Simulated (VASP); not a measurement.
# CdS (F-43m) in VASP: notebook

The runs below take CdS through single point, with PBE.

Program: VASP 6.6.1. These are calculated values, not measurements. Logs are shortened: lines on timing, memory, paths and dates and some standing lists are left out, and cuts for length are marked.

## Step 1: The cell of the first run

Symmetry: F-43m, No. 216, cubic system. The conventional cell has a = 5.805 Å, b = 5.805 Å, c = 5.805 Å, α = 90.00°, β = 90.00°, γ = 90.00°. Cd (site symmetry -43m) has 4 S at 2.51 Å within 3.3 Å. Within 3.3 Å of S (site symmetry -43m) lie 4 Cd at 2.51 Å.

## Step 2: Single point, PBE (volume scaled by 0.94)

Input file INCAR:

```
SYSTEM = CdS
ALGO = Normal
EDIFF = 1E-6
ENCUT = 520
GGA = PE
ISIF = 2
ISMEAR = 0
LASPH = .True.
LCHARG = .False.
LREAL = .False.
LWAVE = .False.
NBANDS = 16
NELM = 80
PREC = Accurate
SIGMA = 0.02
```

Input file KPOINTS:

```
k-points
0
Gamma
  8 8 8
  0 0 0
```

Input file POSCAR:

```
CdS
1.0
    0.0000000000      2.9027204179      2.9027204179
    2.9027204179      0.0000000000      2.9027204179
    2.9027204179      2.9027204179      0.0000000000
Cd S
1 1
Direct
    0.0000000000      0.0000000000      0.0000000000
    0.2500000000      0.2500000000      0.2500000000
```

Potentials or basis: VASP PAW PBE potentials, release 64 (Cd, S).

On the command line:

```bash
cat potpaw_PBE.64/Cd/POTCAR potpaw_PBE.64/S/POTCAR > POTCAR
mpirun -np 1 vasp_std > vasp.out
```

OUTCAR:

```text
SYSTEM = CdS
   EDIFF = 1E-6
   ENCUT = 520
   GGA = PE
   ISIF = 2
   ISMEAR = 0
   LASPH = .True.
   LREAL = .False.
   NELM = 80
   PREC = Accurate

 ion  position               nearest neighbor table
   1  0.000  0.000  0.000-   2 2.51   2 2.51   2 2.51   2 2.51
   2  0.250  0.250  0.250-   1 2.51   1 2.51   1 2.51   1 2.51

  LATTYP: Found a face centered cubic cell.
 ALAT       =     5.8054408358

  Lattice vectors:

 A1 = (   0.0000000000,   2.9027204179,   2.9027204179)
 A2 = (   2.9027204179,   0.0000000000,   2.9027204179)
 A3 = (   2.9027204179,   2.9027204179,   0.0000000000)

Analysis of symmetry for initial positions (statically):
=====================================================================
 Subroutine PRICEL returns:
 Original cell was already a primitive cell.

 Routine SETGRP: Setting up the symmetry group for a
 face centered cubic supercell.

 Subroutine GETGRP returns: Found 24 space group operations
 (whereof 24 operations were pure point group operations)
 out of a pool of 48 trial point group operations.

The static configuration has the point symmetry T_d .

Analysis of symmetry for dynamics (positions and initial velocities):
=====================================================================
 Subroutine PRICEL returns:
 Original cell was already a primitive cell.

 Routine SETGRP: Setting up the symmetry group for a
 face centered cubic supercell.

 Subroutine GETGRP returns: Found 24 space group operations
 (whereof 24 operations were pure point group operations)
 out of a pool of 48 trial point group operations.

The dynamic configuration has the point symmetry T_d .

 Subroutine INISYM returns: Found 24 space group operations
 (whereof 24 operations are pure point group operations),
 and found     1 'primitive' translations

----------------------------------------------------------------------------------------

                                     Primitive cell

  volume of cell :      48.9154

  direct lattice vectors                    reciprocal lattice vectors
     0.000000000  2.902720418  2.902720418    -0.172252208  0.172252208  0.172252208
     2.902720418  0.000000000  2.902720418     0.172252208 -0.172252208  0.172252208
     2.902720418  2.902720418  0.000000000     0.172252208  0.172252208 -0.172252208

  length of vectors
     4.105066583  4.105066583  4.105066583     0.298349575  0.298349575  0.298349575

  position of ions in fractional coordinates (direct lattice)
     0.000000000  0.000000000  0.000000000
     0.250000000  0.250000000  0.250000000

  ion indices of the primitive-cell ions
   primitive index   ion index
                 1           1
                 2           2

----------------------------------------------------------------------------------------

 KPOINTS: k-points

Automatic generation of k-mesh.
 Grid dimensions read from file:
 generate k-points for:    8    8    8

 Generating k-lattice:

  Cartesian coordinates                     Fractional coordinates (reciprocal lattice)
    -0.021531526  0.021531526  0.021531526     0.125000000  0.000000000  0.000000000
     0.021531526 -0.021531526  0.021531526     0.000000000  0.125000000  0.000000000
     0.021531526  0.021531526 -0.021531526     0.000000000  0.000000000  0.125000000

  Length of vectors
     0.037293697  0.037293697  0.037293697

  Shift w.r.t. Gamma in fractional coordinates (k-lattice)
     0.000000000  0.000000000  0.000000000

 Subroutine IBZKPT returns following result:
 ===========================================

 Found     29 irreducible k-points:

 Following reciprocal coordinates:
            Coordinates               Weight
  0.000000  0.000000  0.000000      1.000000
  0.125000  0.000000  0.000000      8.000000
  0.250000  0.000000  0.000000      8.000000
  0.375000  0.000000  0.000000      8.000000
  0.500000  0.000000  0.000000      4.000000
  0.125000  0.125000  0.000000      6.000000
[... 16 lines left out ...]
  0.500000  0.250000  0.125000     48.000000
 -0.375000  0.250000  0.125000     24.000000
 [... further k-points ...]
   k-points           NKPTS =     29   k-points in BZ     NKDIM =     29   number of bands    NBANDS=     16
   number of dos      NEDOS =    301   number of ions     NIONS =      2
   total plane-waves  NPLWV =  32768
   dimension x,y,z NGX =    32 NGY =   32 NGZ =   32
   dimension x,y,z NGXF=    64 NGYF=   64 NGZF=   64
   ions per type =               1   1
   NGX,Y,Z   is equivalent  to a cutoff of  12.96, 12.96, 12.96 a.u.
   NGXF,Y,Z  is equivalent  to a cutoff of  25.92, 25.92, 25.92 a.u.
 SYSTEM =  CdS
   PREC   = accura    normal or accurate (medium, high low for compatibility)
   ISTART =      0    job   : 0-new  1-cont  2-samecut
   ICHARG =      2    charge: 1-file 2-atom 10-const
   ISPIN  =      1    spin polarized calculation?
   LNONCOLLINEAR =      F non collinear calculations
   LSORBIT =      F    spin-orbit coupling
   LASPH  =      T    aspherical Exc in radial PAW
   ENCUT  =  520.0 eV  38.22 Ry    6.18 a.u.   7.63  7.63  7.63*2*pi/ulx,y,z
   NELM   =     80;   NELMIN=  2; NELMDL= -5     # of ELM steps
   EDIFF  = 0.1E-05   stopping-criterion for ELM
   LREAL  =      F    real-space projection
   EDIFFG = 0.1E-04   stopping-criterion for IOM
   NSW    =      0    number of steps for IOM
   IBRION =     -1    ionic relax: 0-MD 1-quasi-New 2-CG
   NFREE  =      0    steps in history (QN), initial steepest desc. (CG)
   ISIF   =      2    stress and relaxation
   ISYM   =      2    0-nonsym 1-usesym 2-fastsym
   POTIM  = 0.5000    time-step for ionic-motion
   TEBEG  =    0.0;   TEEND  =   0.0 temperature during run
   PSTRESS=    0.0 pullay stress
   NELECT =      18.0000    total number of electrons
   NUPDOWN=      -1.0000    fix difference up-down
   EMIN   =  10.00;   EMAX   =-10.00  energy-range for DOS
   EFERMI =   0.00;   METHOD = LEGACY
   ISMEAR =     0;   SIGMA  =   0.02  broadening in eV -4-tet -1-fermi 0-gaus
   EFERMI_NEDOS =   21; number of points for ismear=-14 and -15
   IALGO  =     38    algorithm
   IMIX   =      4    mixing-type and parameters
     AMIX     =   0.40;   BMIX     =  1.00
     AMIX_MAG =   1.60;   BMIX_MAG =  1.00
  volume/ion in A,a.u.               =      24.46       165.05
  Fermi-wavevector in a.u.,A,eV,Ry     =   1.173142  2.216916 18.725173  1.376261
  Thomas-Fermi vector in A             =   2.309559
   LORBIT       =      0    0 simple, 1 ext, 2 COOP (PROOUT), +10 PAW based schemes
   GGA     = PE    functional components
   LHFCALC =     F    Hartree Fock is set to
   AEXX    =    0.0000 exact exchange contribution
   IVDW    =     0    specifies the selected vdW correction
   LEPSILON=     F    determine dielectric tensor
   LRPA    =     F    only Hartree local field effects (RPA)
 non-spin polarized calculation
 Gauss-broadening in eV      SIGMA  =   0.02
  energy-cutoff  :      520.00
  volume of cell :       48.92
 maximum number of plane-waves:      1363
 NGX is ok and might be reduce to    32
   NGX = 15   NGY = 15   NGZ = 15

 number of electron      18.0000002 magnetization

 Free energy of the ion-electron system (eV)
  ---------------------------------------------------
  ext. energy  EPLUGINS =         0.00000000
  ---------------------------------------------------
  free energy    TOTEN  =        -6.10500644 eV

  energy without entropy =       -6.10500644  energy(sigma->0) =       -6.10500644

 E-fermi :   1.5310     XC(G=0):  -9.2165

 val. band max:        1.4376927724   @ k =   0.0000   0.0000   0.0000
 cond. band min:       2.6184741088   @ k =   0.0000   0.0000   0.0000
 fundamental gap:      1.1807813364
 Fermi energy:         1.5310478255

 k-point     1 :       0.0000    0.0000    0.0000
  band No.  band energies     occupation
      1     -11.0207      2.00000
      2      -6.3437      2.00000
      3      -6.3437      2.00000
      4      -6.3437      2.00000
      5      -5.8440      2.00000
      6      -5.8440      2.00000
[... 8 lines left out ...]
     15      12.9394      0.00000
     16      12.9557      0.00000

 k-point     2 :       0.1250    0.0000    0.0000
  band No.  band energies     occupation
      1     -10.9567      2.00000
      2      -6.3203      2.00000
      3      -6.3203      2.00000
      4      -6.2894      2.00000
      5      -5.8451      2.00000
      6      -5.8451      2.00000
[... 8 lines left out ...]
     15      12.3359      0.00000
     16      13.5091      0.00000

 k-point     3 :       0.2500    0.0000    0.0000
  band No.  band energies     occupation
      1     -10.8012      2.00000
      2      -6.2697      2.00000
      3      -6.2697      2.00000
      4      -6.0928      2.00000
      5      -5.8395      2.00000
      6      -5.8395      2.00000
[... 8 lines left out ...]
     15      12.0995      0.00000
     16      12.8097      0.00000

 k-point     4 :       0.3750    0.0000    0.0000
  band No.  band energies     occupation
      1     -10.6457      2.00000
      2      -6.2307      2.00000
      3      -6.2307      2.00000
      4      -5.8186      2.00000
      5      -5.8186      2.00000
      6      -5.7245      2.00000
[... 8 lines left out ...]
     15      12.9681      0.00000
     16      12.9681      0.00000
[... 324 lines left out ...]
 k-point    22 :       0.3750    0.2500    0.1250
  band No.  band energies     occupation
      1     -10.6870      2.00000
      2      -6.2161      2.00000
      3      -6.1884      2.00000
      4      -6.0231      2.00000
      5      -5.8377      2.00000
      6      -5.7819      2.00000
[... 8 lines left out ...]
     15      13.4778      0.00000
     16      15.3803      0.00000

 k-point    23 :       0.5000    0.2500    0.1250
  band No.  band energies     occupation
      1     -10.5648      2.00000
      2      -6.1787      2.00000
      3      -6.1515      2.00000
      4      -5.9146      2.00000
      5      -5.8091      2.00000
      6      -5.5466      2.00000
[... 8 lines left out ...]
     15      14.3282      0.00000
     16      14.5743      0.00000

 k-point    24 :      -0.3750    0.2500    0.1250
  band No.  band energies     occupation
      1     -10.5150      2.00000
      2      -6.1739      2.00000
      3      -6.1338      2.00000
      4      -5.8715      2.00000
      5      -5.8162      2.00000
      6      -5.3328      2.00000
[... 8 lines left out ...]
     15      13.7777      0.00000
     16      14.6560      0.00000

 [... further k-points ...]
[... 5 lines left out ...]
  --------------------------------------------------------------------------------------
  -------------------------------------------------------------------------------------
  Total        1.2826373      1.2826373      1.2826373      0.0000000      0.0000000     -0.0000000
  in kB       42.0115618     42.0115618     42.0115618      0.0000000      0.0000000     -0.0000000
  external PRESSURE =      42.0115618 kB  Pullay stress =       0.0000000 kB

 VOLUME and BASIS-vectors are now :
 -----------------------------------------------------------------------------
  energy-cutoff  :      520.00
  volume of cell :       48.92
      direct lattice vectors                 reciprocal lattice vectors
     0.000000000  2.902720418  2.902720418    -0.172252208  0.172252208  0.172252208
     2.902720418  0.000000000  2.902720418     0.172252208 -0.172252208  0.172252208
     2.902720418  2.902720418  0.000000000     0.172252208  0.172252208 -0.172252208

 POSITION                                       TOTAL-FORCE (eV/Angst)
 -----------------------------------------------------------------------------------
      0.00000      0.00000      0.00000        -0.000000     -0.000000      0.000000
      1.45136      1.45136      1.45136         0.000000      0.000000     -0.000000
 -----------------------------------------------------------------------------------
    total drift:                               -0.000000     -0.000000     -0.000000

  FREE ENERGIE OF THE ION-ELECTRON SYSTEM (eV)
  ---------------------------------------------------
  free  energy   TOTEN  =        -6.1050064430 eV

  energy  without entropy=       -6.1050064430  energy(sigma->0) =       -6.10500644
```

Run time: 8.7 s. Hardware: 1 thread of Intel Xeon 6975P-C (Granite Rapids), shared host; peak memory 0.17 GiB.

Results:

* Free energy: -6.1050 eV
* Pressure: 4.2 GPa
* Band gap on the k mesh: 1.18 eV, direct

Caveat: the cell differs from its parent crystal (volume scaled by 0.94).

## Step 3: Single point, PBE (volume scaled by 0.97)

Input file INCAR:

```
SYSTEM = CdS
PREC     = Accurate       ! precision mode
ENCUT    = 520            ! plane-wave cutoff, eV
EDIFF    = 1E-6           ! SCF threshold, eV
ISMEAR   = 0              ! smearing method
SIGMA    = 0.02           ! smearing width, eV
LREAL    = .False.        ! projectors in reciprocal space
LASPH    = .True.         ! aspherical terms in the spheres
NELM     = 100            ! most SCF steps
ALGO     = Normal         ! electronic algorithm
ISIF     = 2              ! what is computed and relaxed
LWAVE    = .False.        ! write WAVECAR
LCHARG   = .False.        ! write CHGCAR
GGA      = PE             ! functional
NBANDS   = 16             ! bands
```

Input file KPOINTS:

```
regular mesh
0
Gamma
  8 8 8
  0 0 0
```

Input file POSCAR:

```
CdS
1.0
    0.0000000000      2.9332776152      2.9332776152
    2.9332776152      0.0000000000      2.9332776152
    2.9332776152      2.9332776152      0.0000000000
Cd S
1 1
Direct
    0.0000000000      0.0000000000      0.0000000000
    0.2500000000      0.2500000000      0.2500000000
```

Potentials or basis: VASP PAW PBE potentials, release 64 (Cd, S).

On the command line:

```bash
cat potpaw_PBE.64/Cd/POTCAR potpaw_PBE.64/S/POTCAR > POTCAR
mpirun -np 1 vasp_std > vasp.out
```

Wall time 8.5 s (1 thread of Intel Xeon 6975P-C (Granite Rapids), shared host); peak memory 0.18 GiB.

The run converged. Its results:

| Quantity | Value |
| --- | --- |
| Free energy | -6.1356 eV |
| Pressure | 2.1 GPa |
| Band gap on the k mesh | 1.11 eV, direct |

Levels at points of the mesh, in eV from the valence-band top:
| k point | band 6 | band 7 | band 8 | band 9 | band 10 | band 11 | band 12 | band 13 |
| --- | --- | --- | --- | --- | --- | --- | --- | --- |
| (0.00, 0.00, 0.00) | -7.21 | 0.00 | 0.00 | 0.00 | 1.11 | 6.55 | 6.55 | 6.55 |
| (0.50, 0.00, 0.00) | -6.85 | -4.30 | -0.73 | -0.73 | 2.99 | 7.01 | 7.01 | 7.43 |
| (0.50, 0.50, 0.00) | -6.78 | -3.88 | -1.82 | -1.82 | 3.58 | 4.33 | 9.16 | 10.68 |

Caveat: the cell differs from its parent crystal (volume scaled by 0.97).

## Step 4: Single point, PBE

This run uses another cell than the first one, of 26.02 Å³/atom, 1.064 times its volume.

INCAR: that of step 3 with these lines changed.

```diff
@@ -8,3 +8,3 @@
 LASPH    = .True.         ! aspherical terms in the spheres
-NELM     = 100            ! most SCF steps
+NELM     = 60             ! most SCF steps
 ALGO     = Normal         ! electronic algorithm
@@ -12,4 +12,6 @@
 LWAVE    = .False.        ! write WAVECAR
-LCHARG   = .False.        ! write CHGCAR
+LCHARG   = .True.         ! write CHGCAR
 GGA      = PE             ! functional
+LELF     = .True.         ! ELF
+LVHAR    = .True.       
 NBANDS   = 16             ! bands
```

KPOINTS is that of step 3.

Input file POSCAR:

```
CdS
1.0
    0.0000000000      2.9632110869      2.9632110869
    2.9632110869      0.0000000000      2.9632110869
    2.9632110869      2.9632110869      0.0000000000
Cd S
1 1
Direct
    0.0000000000      0.0000000000      0.0000000000
    0.2500000000      0.2500000000      0.2500000000
```

On the command line:

```bash
cat potpaw_PBE.64/Cd/POTCAR potpaw_PBE.64/S/POTCAR > POTCAR
mpirun -np 1 vasp_std > vasp.out
```

It took 9.1 s on 1 thread of Intel Xeon 6975P-C (Granite Rapids), shared host; peak memory 0.18 GiB.

It converged, with:

```yaml
Free_energy: -6.1472 eV
Pressure: 0.3 GPa
Band_gap_on_the_k_mesh: 1.04 eV, direct
```

Levels at points of the mesh, in eV from the valence-band top:
| k point | band 5 | band 6 | band 7 | band 8 | band 9 | band 10 | band 11 | band 12 | band 13 | band 14 |
| --- | --- | --- | --- | --- | --- | --- | --- | --- | --- | --- |
| (0.00, 0.00, 0.00) | -7.15 | -7.15 | 0.00 | 0.00 | 0.00 | 1.04 | 6.55 | 6.55 | 6.55 | 11.18 |
| (0.50, 0.00, 0.00) | -7.12 | -6.81 | -4.12 | -0.69 | -0.69 | 2.94 | 7.01 | 7.01 | 7.33 | 10.94 |
| (0.50, 0.50, 0.00) | -7.08 | -6.75 | -3.75 | -1.72 | -1.72 | 3.63 | 4.28 | 9.04 | 10.49 | 10.49 |

## Step 5: Single point, PBE

This run uses another cell than the first one, of 26.02 Å³/atom, 1.064 times its volume.

Input file INCAR:

```
  PREC = Accurate
  ENCUT = 520
  EDIFF = 1E-6
  ISMEAR = 0
  SIGMA = 0.02
  LREAL = False
  LASPH = True
  NELM = 60
  ALGO = Normal
  ISIF = 2
  LWAVE = False
  LCHARG = False
  GGA = PE
  NBANDS = 16
```

Input file KPOINTS:

```
Automatic mesh
0
Gamma
  8 8 8
```

POSCAR is that of step 4.

On the command line:

```bash
cat potpaw_PBE.64/Cd/POTCAR potpaw_PBE.64/S/POTCAR > POTCAR
mpirun -np 1 vasp_std > vasp.out
```

It took 8.1 s on 1 thread of Intel Xeon 6975P-C (Granite Rapids), shared host; peak memory 0.18 GiB.

Results (log left out):

```yaml
Free_energy: -6.1472 eV
Pressure: 0.3 GPa
Band_gap_on_the_k_mesh: 1.04 eV, direct
```

Levels at points of the mesh, in eV from the valence-band top:
| k point | band 7 | band 8 | band 9 | band 10 | band 11 | band 12 |
| --- | --- | --- | --- | --- | --- | --- |
| (0.00, 0.00, 0.00) | 0.00 | 0.00 | 0.00 | 1.04 | 6.55 | 6.55 |
| (0.50, 0.00, 0.00) | -4.12 | -0.69 | -0.69 | 2.94 | 7.01 | 7.01 |
| (0.50, 0.50, 0.00) | -3.75 | -1.72 | -1.72 | 3.63 | 4.28 | 9.04 |

## Step 6: The runs side by side

```tsv
cell	gap on the mesh (eV)	pressure (GPa)
a = 4.105 Å, angles 60.0°, 2 atoms	1.18	4.2
a = 4.148 Å, angles 60.0°, 2 atoms	1.11	2.1
a = 4.191 Å, angles 60.0°, 2 atoms	1.04	0.3
```

Alike in all rows: task single point; level PBE; potentials or basis VASP PAW PBE potentials, release 64 (Cd, S); no spin polarisation; k mesh 8 × 8 × 8; cutoff (eV) 520; smearing gaussian 0.02 eV.

Total energies depend on the potentials used, so only differences within one code and one set of settings carry meaning.
